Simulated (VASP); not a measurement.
# Fe (I4_1/amd) in VASP: single point with PBEsol

Aim: the single point of Fe with PBEsol.

Program: VASP 6.6.1. These are calculated values, not measurements. Logs are shortened: lines on timing, memory, paths and dates and some standing lists are left out, and cuts for length are marked.

## (1) The cell of the first run

The structure is tetragonal, space group I4_1/amd (No. 141). Conventional cell: a = 3.844 Å, b = 3.844 Å, c = 2.146 Å, α = 90.00°, β = 90.00°, γ = 90.00°. Fe (site symmetry -4m2) has 10 Fe at 2.00 to 2.51 Å within 2.6 Å.

## (2) Single point, PBEsol, collinear spin, ferromagnetic start

INCAR reads:

```
  ALGO = Normal
  EDIFF = 1E-7
  ENCUT = 520
  GGA = PS
  ISIF = 2
  ISMEAR = -1
  ISPIN = 2
  LASPH = T
  LCHARG = F
  LMAXMIX = 4
  LORBIT = 11
  LREAL = F
  LWAVE = F
  MAGMOM = 2.5 2.5
  NBANDS = 19
  NELM = 150
  PREC = Accurate
  SIGMA = 0.08
```

KPOINTS reads:

```
k-points
0
Gamma
  20 20 20
```

POSCAR reads:

```
Fe
1.0
   -1.9222209172      1.9222209172      1.0728194792
    1.9222209172     -1.9222209172      1.0728194792
    1.9222209172      1.9222209172     -1.0728194792
Fe
2
Direct
   -0.3750000000     -0.1250000000     -0.2500000000
    0.3750000000      0.1250000000      0.2500000000
```

Potentials or basis: VASP PAW PBE potentials, release 64 (Fe).

Command:

```console
$ cat potpaw_PBE.64/Fe/POTCAR > POTCAR
$ mpirun -np 1 vasp_std > vasp.out
```

OUTCAR:

```text
EDIFF = 1E-7
   ENCUT = 520
   GGA = PS
   ISIF = 2
   ISMEAR = -1
   ISPIN = 2
   LASPH = T
   LORBIT = 11
   LREAL = F
   NELM = 150
   PREC = Accurate

 ion  position               nearest neighbor table
   1  0.625  0.875  0.750-   2 2.00   2 2.00   2 2.00   2 2.00   2 2.51   2 2.51   2 2.51   2 2.51

   2  0.375  0.125  0.250-   1 2.00   1 2.00   1 2.00   1 2.00   1 2.51   1 2.51   1 2.51   1 2.51

  LATTYP: Found a body centered tetragonal cell.
 ALAT       =     3.8444418344
 C/A-ratio  =     0.5581145588

  Lattice vectors:

 A1 = (  -1.9222209172,   1.9222209172,   1.0728194792)
 A2 = (   1.9222209172,  -1.9222209172,   1.0728194792)
 A3 = (   1.9222209172,   1.9222209172,  -1.0728194792)

Analysis of symmetry for initial positions (statically):
=====================================================================
 Subroutine PRICEL returns:
 Original cell was already a primitive cell.

 Routine SETGRP: Setting up the symmetry group for a
 body centered tetragonal supercell.

 Subroutine GETGRP returns: Found 16 space group operations
 (whereof  4 operations were pure point group operations)
 out of a pool of 16 trial point group operations.

The static configuration has the point symmetry C_2h.
 The point group associated with its full space group is D_4h.

Analysis of symmetry for dynamics (positions and initial velocities):
=====================================================================
 Subroutine PRICEL returns:
 Original cell was already a primitive cell.

 Routine SETGRP: Setting up the symmetry group for a
 body centered tetragonal supercell.

 Subroutine GETGRP returns: Found 16 space group operations
 (whereof  4 operations were pure point group operations)
 out of a pool of 16 trial point group operations.

The dynamic configuration has the point symmetry C_2h.
 The point group associated with its full space group is D_4h.

Analysis of structural, dynamic, and magnetic symmetry:
=====================================================================
 Subroutine PRICEL returns:
 Original cell was already a primitive cell.

 Routine SETGRP: Setting up the symmetry group for a
 body centered tetragonal supercell.

 Subroutine GETGRP returns: Found 16 space group operations
 (whereof  4 operations were pure point group operations)
 out of a pool of 16 trial point group operations.

The overall configuration has the point symmetry C_2h.
 The point group associated with its full space group is D_4h.

 Subroutine INISYM returns: Found 16 space group operations
 (whereof  4 operations are pure point group operations),
 and found     1 'primitive' translations

----------------------------------------------------------------------------------------

                                     Primitive cell

  volume of cell :      15.8560

  direct lattice vectors                    reciprocal lattice vectors
    -1.922220917  1.922220917  1.072819479     0.000000000  0.260115784  0.466061635
     1.922220917 -1.922220917  1.072819479     0.260115784  0.000000000  0.466061635
     1.922220917  1.922220917 -1.072819479     0.260115784  0.260115784  0.000000000

  length of vectors
     2.922466107  2.922466107  2.922466107     0.533735579  0.533735579  0.367859269

  position of ions in fractional coordinates (direct lattice)
     0.625000000  0.875000000  0.750000000
     0.375000000  0.125000000  0.250000000

  ion indices of the primitive-cell ions
   primitive index   ion index
                 1           1
                 2           2

----------------------------------------------------------------------------------------

 KPOINTS: k-points

Automatic generation of k-mesh.
 Grid dimensions read from file:
 generate k-points for:   20   20   20

 Generating k-lattice:

  Cartesian coordinates                     Fractional coordinates (reciprocal lattice)
     0.000000000  0.013005789  0.023303082     0.050000000  0.000000000  0.000000000
     0.013005789  0.000000000  0.023303082     0.000000000  0.050000000  0.000000000
     0.013005789  0.013005789  0.000000000     0.000000000  0.000000000  0.050000000

  Length of vectors
     0.026686779  0.026686779  0.018392963

  Shift w.r.t. Gamma in fractional coordinates (k-lattice)
     0.000000000  0.000000000  0.000000000

 Subroutine IBZKPT returns following result:
 ===========================================

 Found    641 irreducible k-points:

 Following reciprocal coordinates:
            Coordinates               Weight
  0.000000  0.000000  0.000000      1.000000
  0.050000  0.000000  0.000000      8.000000
  0.100000  0.000000  0.000000      8.000000
  0.150000  0.000000  0.000000      8.000000
  0.200000  0.000000  0.000000      8.000000
  0.250000  0.000000  0.000000      8.000000
[... 16 lines left out ...]
 -0.400000  0.050000  0.000000     16.000000
 -0.350000  0.050000 -0.000000     16.000000
 [... further k-points ...]
   k-points           NKPTS =    641   k-points in BZ     NKDIM =    641   number of bands    NBANDS=     19
   number of dos      NEDOS =    301   number of ions     NIONS =      2
   total plane-waves  NPLWV =  13824
   dimension x,y,z NGX =    24 NGY =   24 NGZ =   24
   dimension x,y,z NGXF=    48 NGYF=   48 NGZF=   48
   ions per type =               2
   NGX,Y,Z   is equivalent  to a cutoff of  13.65, 13.65, 13.65 a.u.
   NGXF,Y,Z  is equivalent  to a cutoff of  27.31, 27.31, 27.31 a.u.
 SYSTEM =  unknown system
   PREC   = accura    normal or accurate (medium, high low for compatibility)
   ISTART =      0    job   : 0-new  1-cont  2-samecut
   ICHARG =      2    charge: 1-file 2-atom 10-const
   ISPIN  =      2    spin polarized calculation?
   LNONCOLLINEAR =      F non collinear calculations
   LSORBIT =      F    spin-orbit coupling
   LASPH  =      T    aspherical Exc in radial PAW
   ENCUT  =  520.0 eV  38.22 Ry    6.18 a.u.   5.43  5.43  5.43*2*pi/ulx,y,z
   NELM   =    150;   NELMIN=  2; NELMDL= -5     # of ELM steps
   EDIFF  = 0.1E-06   stopping-criterion for ELM
   LREAL  =      F    real-space projection
   EDIFFG = 0.1E-05   stopping-criterion for IOM
   NSW    =      0    number of steps for IOM
   IBRION =     -1    ionic relax: 0-MD 1-quasi-New 2-CG
   NFREE  =      0    steps in history (QN), initial steepest desc. (CG)
   ISIF   =      2    stress and relaxation
   ISYM   =      2    0-nonsym 1-usesym 2-fastsym
   POTIM  = 0.5000    time-step for ionic-motion
   TEBEG  =    0.0;   TEEND  =   0.0 temperature during run
   PSTRESS=    0.0 pullay stress
   NELECT =      16.0000    total number of electrons
   NUPDOWN=      -1.0000    fix difference up-down
   EMIN   =  10.00;   EMAX   =-10.00  energy-range for DOS
   EFERMI =   0.00;   METHOD = LEGACY
   ISMEAR =    -1;   SIGMA  =   0.08  broadening in eV -4-tet -1-fermi 0-gaus
   EFERMI_NEDOS =   21; number of points for ismear=-14 and -15
   IALGO  =     38    algorithm
   IMIX   =      4    mixing-type and parameters
     AMIX     =   0.40;   BMIX     =  1.00
     AMIX_MAG =   1.60;   BMIX_MAG =  1.00
  volume/ion in A,a.u.               =       7.93        53.50
  Fermi-wavevector in a.u.,A,eV,Ry     =   1.642040  3.103006 36.685328  2.696296
  Thomas-Fermi vector in A             =   2.732409
   LORBIT       =     11    0 simple, 1 ext, 2 COOP (PROOUT), +10 PAW based schemes
   GGA     = PS    functional components
   LHFCALC =     F    Hartree Fock is set to
   AEXX    =    0.0000 exact exchange contribution
   IVDW    =     0    specifies the selected vdW correction
   LEPSILON=     F    determine dielectric tensor
   LRPA    =     F    only Hartree local field effects (RPA)
 spin polarized calculation
  energy-cutoff  :      520.00
  volume of cell :       15.86
 maximum number of plane-waves:       448
 NGX is ok and might be reduce to    24
   NGX = 11   NGY = 11   NGZ = 11

 number of electron      15.9999995 magnetization       0.7016382

 Free energy of the ion-electron system (eV)
  ---------------------------------------------------
  ext. energy  EPLUGINS =         0.00000000
  ---------------------------------------------------
  free energy    TOTEN  =       -14.23447728 eV

  energy without entropy =      -14.16789231  energy(sigma->0) =      -14.20118479

 E-fermi :  10.3284     XC(G=0): -15.3887

 val. band max:       10.3282766912   @ k =   0.2500   0.2500   0.0500
 cond. band min:      10.3285275095   @ k =  -0.2000   0.3500   0.1500
 fundamental gap:      0.0002508183
 Fermi energy:        10.3283697286

 spin component 1

 k-point     1 :       0.0000    0.0000    0.0000
  band No.  band energies     occupation
      1      -0.3056      1.00000
      2       2.2652      1.00000
      3       4.8056      1.00000
      4       5.6881      1.00000
      5       6.4353      1.00000
      6       9.7289      0.99944
[... 11 lines left out ...]
     18      42.0180      0.00000
     19      42.0180      0.00000
[... 485 lines left out ...]
 k-point    24 :      -0.3500    0.0500   -0.0000
  band No.  band energies     occupation
      1       3.2531      1.00000
      2       3.7887      1.00000
      3       5.0167      1.00000
      4       6.3349      1.00000
      5       6.9047      1.00000
      6       7.6845      1.00000
[... 11 lines left out ...]
     18      33.3770      0.00000
     19      37.2372      0.00000

 [... further k-points ...]

 spin component 2

 k-point     1 :       0.0000    0.0000    0.0000
  band No.  band energies     occupation
      1      -0.2245      1.00000
      2       2.5183      1.00000
      3       5.0132      1.00000
      4       5.9130      1.00000
      5       6.6788      1.00000
      6      10.1669      0.88267
[... 11 lines left out ...]
     18      42.1321      0.00000
     19      42.1321      0.00000
[... 485 lines left out ...]
 k-point    24 :      -0.3500    0.0500   -0.0000
  band No.  band energies     occupation
      1       3.3935      1.00000
      2       4.0597      1.00000
      3       5.2661      1.00000
      4       6.5853      1.00000
      5       7.2381      1.00000
      6       7.9762      1.00000
[... 11 lines left out ...]
     18      33.5177      0.00000
     19      37.3842      0.00000

 [... further k-points ...]

------------------------ aborting loop because EDIFF is reached ----------------------------------------

  FORCE on cell =-STRESS in cart. coord.  units (eV):
  Direction    XX          YY          ZZ          XY          YZ          ZX
  --------------------------------------------------------------------------------------
  -------------------------------------------------------------------------------------
  Total       15.4305651     15.4305651     15.8485406     -0.0000000      0.0000000     -0.0000000
  in kB     1559.1904747   1559.1904747   1601.4250565     -0.0000000      0.0000000     -0.0000000
  external PRESSURE =    1573.2686686 kB  Pullay stress =       0.0000000 kB

 VOLUME and BASIS-vectors are now :
 -----------------------------------------------------------------------------
  energy-cutoff  :      520.00
  volume of cell :       15.86
      direct lattice vectors                 reciprocal lattice vectors
    -1.922220917  1.922220917  1.072819479     0.000000000  0.260115784  0.466061635
     1.922220917 -1.922220917  1.072819479     0.260115784  0.000000000  0.466061635
     1.922220917  1.922220917 -1.072819479     0.260115784  0.260115784  0.000000000

 POSITION                                       TOTAL-FORCE (eV/Angst)
 -----------------------------------------------------------------------------------
      1.92222      0.96111      0.80461         0.000000      0.000000     -0.000000
     -0.00000      0.96111      0.26820        -0.000000     -0.000000      0.000000
 -----------------------------------------------------------------------------------
    total drift:                               -0.000000      0.000000      0.000000

  FREE ENERGIE OF THE ION-ELECTRON SYSTEM (eV)
  ---------------------------------------------------
  free  energy   TOTEN  =       -14.2344772769 eV

  energy  without entropy=      -14.1678923111  energy(sigma->0) =      -14.20118479

 total charge

# of ion       s       p       d       tot
------------------------------------------
    1        0.704   0.878   6.894   8.476
    2        0.704   0.878   6.894   8.476
--------------------------------------------------
tot          1.407   1.756  13.788  16.951

 magnetization (x)

# of ion       s       p       d       tot
------------------------------------------
    1        0.003   0.001   0.340   0.344
    2        0.003   0.001   0.340   0.344
--------------------------------------------------
tot          0.006   0.003   0.680   0.689
```

It took 5.8 min on 1 thread of AMD EPYC 9R45 (Zen 5), shared host; peak memory 0.34 GiB.

What came out:

```yaml
Free_energy: -14.2345 eV
Pressure: 157.3 GPa
Net_moment: 0.70 μB per cell
Site_moments: Fe +0.34 μB
```

Caveat: the PAW data sets were made with another functional, which shifts forces and pressure a little.
